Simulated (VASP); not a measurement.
# LiH (Fm-3m) in VASP: a series of runs, part 2 of 2

VASP 6.6.1. The steps go on from the part before.

## 3. Relaxation of cell and atoms, PBE

This run uses another cell than the first one, of 8.00 Å³/atom, 0.995 times its volume.

File INCAR:

```
SYSTEM = LiH
PREC = Accurate
ENCUT = 600
EDIFF = 1E-7
ISMEAR = 0
SIGMA = 0.01
LREAL = .FALSE.
LASPH = .TRUE.
NELM = 60
ALGO = Normal
ISIF = 3
LWAVE = .FALSE.
LCHARG = .FALSE.
GGA = PE
IBRION = 2
NSW = 80
EDIFFG = -0.002
```

File KPOINTS:

```
regular mesh
0
G
  10 10 10
  0 0 0
```

File POSCAR:

```
LiH
1.0
    0.0000000000      2.0000000000      2.0000000000
    2.0000000000      0.0000000000      2.0000000000
    2.0000000000      2.0000000000      0.0000000000
Li H
1 1
Direct
    0.0000000000      0.0000000000      0.0000000000
    0.5000000000      0.5000000000      0.5000000000
```

Potentials or basis: VASP PAW PBE potentials, release 64 (Li_sv, H).

Command:

```console
$ cat potpaw_PBE.64/Li_sv/POTCAR potpaw_PBE.64/H/POTCAR > POTCAR
$ mpirun -np 1 vasp_std > vasp.out
```

OUTCAR:

```text
SYSTEM = LiH
   PREC = Accurate
   ENCUT = 600
   EDIFF = 1E-7
   ISMEAR = 0
   LREAL = .FALSE.
   LASPH = .TRUE.
   NELM = 60
   ISIF = 3
   GGA = PE
   IBRION = 2
   NSW = 80
   EDIFFG = -0.002

 ion  position               nearest neighbor table
   1  0.000  0.000  0.000-
   2  0.500  0.500  0.500-

  LATTYP: Found a face centered cubic cell.
 ALAT       =     4.0000000000

  Lattice vectors:

 A1 = (   0.0000000000,   2.0000000000,   2.0000000000)
 A2 = (   2.0000000000,   0.0000000000,   2.0000000000)
 A3 = (   2.0000000000,   2.0000000000,   0.0000000000)

Analysis of symmetry for initial positions (statically):
=====================================================================
 Subroutine PRICEL returns:
 Original cell was already a primitive cell.

 Routine SETGRP: Setting up the symmetry group for a
 face centered cubic supercell.

 Subroutine GETGRP returns: Found 48 space group operations
[... 9 lines left out ...]

 Routine SETGRP: Setting up the symmetry group for a
 face centered cubic supercell.

 Subroutine GETGRP returns: Found 48 space group operations
[... 11 lines left out ...]
                                     Primitive cell

  volume of cell :      16.0000

  direct lattice vectors                    reciprocal lattice vectors
     0.000000000  2.000000000  2.000000000    -0.250000000  0.250000000  0.250000000
     2.000000000  0.000000000  2.000000000     0.250000000 -0.250000000  0.250000000
     2.000000000  2.000000000  0.000000000     0.250000000  0.250000000 -0.250000000

  length of vectors
     2.828427125  2.828427125  2.828427125     0.433012702  0.433012702  0.433012702

  position of ions in fractional coordinates (direct lattice)
     0.000000000  0.000000000  0.000000000
     0.500000000  0.500000000  0.500000000

  ion indices of the primitive-cell ions
   primitive index   ion index
                 1           1
                 2           2

----------------------------------------------------------------------------------------

 KPOINTS: regular mesh

Automatic generation of k-mesh.
 Grid dimensions read from file:
 generate k-points for:   10   10   10

 Generating k-lattice:

  Cartesian coordinates                     Fractional coordinates (reciprocal lattice)
    -0.025000000  0.025000000  0.025000000     0.100000000  0.000000000  0.000000000
     0.025000000 -0.025000000  0.025000000     0.000000000  0.100000000  0.000000000
     0.025000000  0.025000000 -0.025000000     0.000000000  0.000000000  0.100000000

  Length of vectors
     0.043301270  0.043301270  0.043301270

  Shift w.r.t. Gamma in fractional coordinates (k-lattice)
     0.000000000  0.000000000  0.000000000

 Subroutine IBZKPT returns following result:
 ===========================================

 Found     47 irreducible k-points:

 Following reciprocal coordinates:
            Coordinates               Weight
  0.000000  0.000000  0.000000      1.000000
  0.100000  0.000000  0.000000      8.000000
  0.200000  0.000000  0.000000      8.000000
  0.300000  0.000000  0.000000      8.000000
  0.400000  0.000000  0.000000      8.000000
  0.500000  0.000000  0.000000      4.000000
[... 16 lines left out ...]
  0.300000  0.300000  0.000000      6.000000
  0.400000  0.300000  0.000000     24.000000
 [... further k-points ...]
   k-points           NKPTS =     47   k-points in BZ     NKDIM =     47   number of bands    NBANDS=      6
   number of dos      NEDOS =    301   number of ions     NIONS =      2
   total plane-waves  NPLWV =  13824
   dimension x,y,z NGX =    24 NGY =   24 NGZ =   24
   dimension x,y,z NGXF=    48 NGYF=   48 NGZF=   48
   ions per type =               1   1
   NGX,Y,Z   is equivalent  to a cutoff of  14.11, 14.11, 14.11 a.u.
   NGXF,Y,Z  is equivalent  to a cutoff of  28.21, 28.21, 28.21 a.u.
 SYSTEM =  LiH
   PREC   = accura    normal or accurate (medium, high low for compatibility)
   ISTART =      0    job   : 0-new  1-cont  2-samecut
   ICHARG =      2    charge: 1-file 2-atom 10-const
   ISPIN  =      1    spin polarized calculation?
   LNONCOLLINEAR =      F non collinear calculations
   LSORBIT =      F    spin-orbit coupling
   LASPH  =      T    aspherical Exc in radial PAW
   ENCUT  =  600.0 eV  44.10 Ry    6.64 a.u.   5.65  5.65  5.65*2*pi/ulx,y,z
   NELM   =     60;   NELMIN=  2; NELMDL= -5     # of ELM steps
   EDIFF  = 0.1E-06   stopping-criterion for ELM
   LREAL  =      F    real-space projection
   EDIFFG = -.2E-02   stopping-criterion for IOM
   NSW    =     80    number of steps for IOM
   IBRION =      2    ionic relax: 0-MD 1-quasi-New 2-CG
   NFREE  =      1    steps in history (QN), initial steepest desc. (CG)
   ISIF   =      3    stress and relaxation
   ISYM   =      2    0-nonsym 1-usesym 2-fastsym
   POTIM  = 0.5000    time-step for ionic-motion
   TEBEG  =    0.0;   TEEND  =   0.0 temperature during run
   PSTRESS=    0.0 pullay stress
   NELECT =       4.0000    total number of electrons
   NUPDOWN=      -1.0000    fix difference up-down
   EMIN   =  10.00;   EMAX   =-10.00  energy-range for DOS
   EFERMI =   0.00;   METHOD = LEGACY
   ISMEAR =     0;   SIGMA  =   0.01  broadening in eV -4-tet -1-fermi 0-gaus
   EFERMI_NEDOS =   21; number of points for ismear=-14 and -15
   IALGO  =     38    algorithm
   IMIX   =      4    mixing-type and parameters
     AMIX     =   0.40;   BMIX     =  1.00
     AMIX_MAG =   1.60;   BMIX_MAG =  1.00
  volume/ion in A,a.u.               =       8.00        53.99
  Fermi-wavevector in a.u.,A,eV,Ry     =   1.031307  1.948889 14.471090  1.063595
  Thomas-Fermi vector in A             =   2.165449
   LORBIT       =      0    0 simple, 1 ext, 2 COOP (PROOUT), +10 PAW based schemes
   GGA     = PE    functional components
   LHFCALC =     F    Hartree Fock is set to
   AEXX    =    0.0000 exact exchange contribution
   IVDW    =     0    specifies the selected vdW correction
   LEPSILON=     F    determine dielectric tensor
   LRPA    =     F    only Hartree local field effects (RPA)
 conjugate gradient relaxation of ions
 non-spin polarized calculation
 Gauss-broadening in eV      SIGMA  =   0.01
  energy-cutoff  :      600.00
  volume of cell :       16.00
 maximum number of plane-waves:       548
   NGX = 11   NGY = 11   NGZ = 11

 number of electron       3.9999996 magnetization

 Free energy of the ion-electron system (eV)
  ---------------------------------------------------
  ext. energy  EPLUGINS =         0.00000000
  ---------------------------------------------------
  free energy    TOTEN  =        -6.12719383 eV

  energy without entropy =       -6.12719383  energy(sigma->0) =       -6.12719383

 E-fermi :   0.3216     XC(G=0):  -8.5331

 val. band max:        0.1205697001   @ k =   0.5000   0.5000   0.0000
 cond. band min:       3.0946997714   @ k =   0.5000   0.5000   0.0000
 fundamental gap:      2.9741300714
 Fermi energy:         0.3216058318

 k-point     1 :       0.0000    0.0000    0.0000
  band No.  band energies     occupation
      1     -44.1612      2.00000
      2      -5.3369      2.00000
      3      16.2878      0.00000
      4      18.0760      0.00000
      5      18.0760      0.00000
      6      18.0760      0.00000

 k-point     2 :       0.1000    0.0000    0.0000
  band No.  band energies     occupation
      1     -44.1567      2.00000
      2      -5.1601      2.00000
      3      14.8015      0.00000
      4      17.0814      0.00000
      5      17.6849      0.00000
      6      17.6849      0.00000

 k-point     3 :       0.2000    0.0000    0.0000
  band No.  band energies     occupation
      1     -44.1449      2.00000
      2      -4.6426      2.00000
      3      11.5272      0.00000
      4      15.8091      0.00000
      5      17.0546      0.00000
      6      17.0546      0.00000

 k-point     4 :       0.3000    0.0000    0.0000
  band No.  band energies     occupation
      1     -44.1302      2.00000
      2      -3.8447      2.00000
      3       8.3667      0.00000
      4      14.7598      0.00000
      5      16.6732      0.00000
      6      16.6732      0.00000
[... 154 lines left out ...]
 k-point    22 :      -0.2000    0.2000    0.0000
  band No.  band energies     occupation
      1     -44.1252      2.00000
      2      -3.5065      2.00000
      3       9.6726      0.00000
      4       9.8278      0.00000
      5      16.2081      0.00000
      6      17.2069      0.00000

 k-point    23 :       0.3000    0.3000    0.0000
  band No.  band energies     occupation
      1     -44.1206      2.00000
      2      -3.1057      2.00000
      3       8.7253      0.00000
      4      12.3991      0.00000
      5      12.3991      0.00000
      6      15.6357      0.00000

 k-point    24 :       0.4000    0.3000    0.0000
  band No.  band energies     occupation
      1     -44.1112      2.00000
      2      -2.2106      2.00000
      3       6.8275      0.00000
      4      10.6251      0.00000
      5      11.9563      0.00000
      6      16.4077      0.00000

 [... further k-points ...]
[... 5 lines left out ...]
  --------------------------------------------------------------------------------------
  -------------------------------------------------------------------------------------
  Total       -0.0037796     -0.0037796     -0.0037796     -0.0000000      0.0000000     -0.0000000
  in kB       -0.3784707     -0.3784707     -0.3784707     -0.0000000      0.0000000     -0.0000000
  external PRESSURE =      -0.3784707 kB  Pullay stress =       0.0000000 kB

 VOLUME and BASIS-vectors are now :
 -----------------------------------------------------------------------------
  energy-cutoff  :      600.00
  volume of cell :       16.00
      direct lattice vectors                 reciprocal lattice vectors
     0.000000000  2.000000000  2.000000000    -0.250000000  0.250000000  0.250000000
     2.000000000  0.000000000  2.000000000     0.250000000 -0.250000000  0.250000000
     2.000000000  2.000000000  0.000000000     0.250000000  0.250000000 -0.250000000

 POSITION                                       TOTAL-FORCE (eV/Angst)
 -----------------------------------------------------------------------------------
      0.00000      0.00000      0.00000        -0.000000      0.000000      0.000000
      2.00000      2.00000      2.00000         0.000000     -0.000000     -0.000000
 -----------------------------------------------------------------------------------
    total drift:                                0.000000     -0.000000     -0.000000

  FREE ENERGIE OF THE ION-ELECTRON SYSTEM (eV)
  ---------------------------------------------------
  free  energy   TOTEN  =        -6.1271938306 eV

  energy  without entropy=       -6.1271938306  energy(sigma->0) =       -6.12719383

 reached required accuracy - stopping structural energy minimisation
```

It took 3.7 s on 1 thread of Intel Xeon 6975P-C, shared host; peak memory 0.13 GiB.

What came out:

```yaml
Free_energy: -6.1272 eV
Pressure_after_relaxing: 0.0 GPa
Band_gap_on_the_k_mesh: 2.97 eV, direct
```

Final structure:
```
Li H
1.0
     0.00000    2.00000    2.00000
     2.00000    0.00000    2.00000
     2.00000    2.00000    0.00000
Li H
1 1
Direct
  0.00000 0.00000 0.00000
  0.50000 0.50000 0.50000
```

Caveat: the cutoff is under 1.25 times the usual one of these potentials, so pressure, stress and relaxed cells hold a basis-set (Pulay) error; the relaxation stopped at its first step, so nothing moved. A k mesh can miss the band edges.
